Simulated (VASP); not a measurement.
Write the native input for VASP 6.6.1 that does the following.

| Quantity | Value |
| --- | --- |
| Task | single point |
| Functional | PBE |
| Potentials or basis | VASP PAW PBE potentials, release 64 (Ge_d, Sb, Te) |
| Cutoff | 500 eV |
| k mesh | 5 × 5 × 2 |
| Occupations | gaussian, width 0.2 eV |
| Spin | no spin polarisation |
| Dipole correction | no |
| Further INCAR settings | ALGO = Normal; EDIFF = 1e-06; NBANDS = 30 |

The structure of Ge2Sb2Te lies in POSCAR:

```
Ge2Sb2Te
1.0
    4.1358806652      0.0000000000      0.0000000000
   -2.0679403326      3.5817777231      0.0000000000
    0.0000000000      0.0000000000      8.9981115480
Ge Sb Te
2 2 1
Direct
    0.6666666667      0.3333333333      0.8000334771
    0.3333333333      0.6666666667      0.1999665229
    0.3333333333      0.6666666667      0.6137911756
    0.6666666667      0.3333333333      0.3862088244
    0.0000000000      0.0000000000      0.0000000000
```

The input as run:

INCAR

```
SYSTEM = Ge2Sb2Te
  PREC = Accurate
  ENCUT = 500
  EDIFF = 1E-6
  ISMEAR = 0
  SIGMA = 0.2
  LREAL = .FALSE.
  LASPH = .TRUE.
  NELM = 120
  ALGO = Normal
  ISIF = 2
  LWAVE = .FALSE.
  LCHARG = .TRUE.
  GGA = PE
  LELF = .TRUE.
  LVHAR = .TRUE.
  NBANDS = 30
  GGA_COMPAT = .FALSE.
```

KPOINTS

```
regular mesh
0
G
  5 5 2
  0 0 0
```

Potentials or basis: VASP PAW PBE potentials, release 64 (Ge_d, Sb, Te).

Launch:

```sh
$ cat potpaw_PBE.64/Ge_d/POTCAR potpaw_PBE.64/Sb/POTCAR potpaw_PBE.64/Te/POTCAR > POTCAR
$ mpirun -np 1 vasp_std > vasp.out
```

It gave:

| Quantity | Value |
| --- | --- |
| Pressure | -0.3 GPa |
| Largest force | 0.049 eV/Å |
| Band gap on the k mesh | zero (band 22 reaches 7.19 eV, above the bottom of band 23 at 5.88 eV) |

Caveat: spin-orbit coupling is left out, which moves the levels of the heavy elements.

It took 40 s on 1 thread of Intel Xeon 6975P-C, on a shared host, peak memory 0.25 GiB.
